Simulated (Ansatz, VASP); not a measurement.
**One calculation of AsPt, two programs**

```
Pt As
1.0
     0.00000    2.81295    2.81295
     2.81295    0.00000    2.81295
     2.81295    2.81295    0.00000
Pt As
1 1
Cartesian
  0.0000 0.0000 0.0000
  1.4065 1.4065 1.4065
```

Alike in both runs: task single point; functional PBEsol; k mesh 12 × 12 × 12; occupations gaussian, width 0.05 eV; no spin polarisation.

|  | VASP | Ansatz |
| --- | --- | --- |
| version | VASP 6.6.1 | Ansatz 0.2.0 |
| potentials or method | VASP PAW PBE potentials, release 64 (Pt, As), cutoff 520 eV | scalar-relativistic, plane waves, PAW |
| valence electrons in the cell | 15 | 33 |

|  | VASP | Ansatz | Ansatz less VASP |
| --- | --- | --- | --- |
| pressure (GPa) | -4.5 | -4.6 | -0.10 |

VASP's potentials were made for PBE, not for PBEsol. VASP's potentials hold 15 valence electrons a cell and Ansatz's 33, so a difference there can come from the potentials and not from the codes.

Spin-orbit coupling is off throughout.
